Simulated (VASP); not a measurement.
Input of a VASP 6.6.1 run:

File INCAR:

```
  PREC = Accurate
  ENCUT = 520
  EDIFF = 1E-6
  ISMEAR = 0
  SIGMA = 0.01
  LREAL = F
  LASPH = T
  NELM = 60
  ALGO = Normal
  ISIF = 2
  LWAVE = F
  LCHARG = F
  NBANDS = 37
```

KPOINTS

```
regular mesh
0
Gamma
  8 8 4
```

File POSCAR:

```
BiClO
1.0
    3.8855100000      0.0000000000      0.0000000000
    0.0000000000      3.8855100000      0.0000000000
    0.0000000000      0.0000000000      7.3489000000
Bi Cl O
2 2 2
Direct
    0.5000000000      0.0000000000      0.3304139370
    0.0000000000      0.5000000000      0.6695860630
    0.0000000000      0.5000000000      0.1520875282
    0.5000000000      0.0000000000      0.8479124718
    0.0000000000      0.0000000000      0.5000000000
    0.5000000000      0.5000000000      0.5000000000
```

Potentials or basis: VASP PAW LDA potentials, release 64 (Bi_d, Cl, O).

Launch:

```console
$ cat potpaw_LDA.64/Bi_d/POTCAR potpaw_LDA.64/Cl/POTCAR potpaw_LDA.64/O/POTCAR > POTCAR
$ mpirun -np 1 vasp_std > vasp.out
```

Predict the largest force.

0.084 eV/Å.

What does it give for the pressure?

-2.2 GPa.

Estimate the band gap on the k mesh.

2.45 eV (least direct gap 2.81 eV).

Forces in eV/Å, atoms in the order of the input:
```
Bi   0.000  0.000 -0.084
Bi   0.000  0.000  0.084
Cl   0.000  0.000 -0.003
Cl   0.000  0.000  0.003
O    0.000  0.000  0.000
O    0.000  0.000  0.000
```

Caveat: spin-orbit coupling is left out, which moves the levels of the heavy elements. A k mesh can miss the band edges.
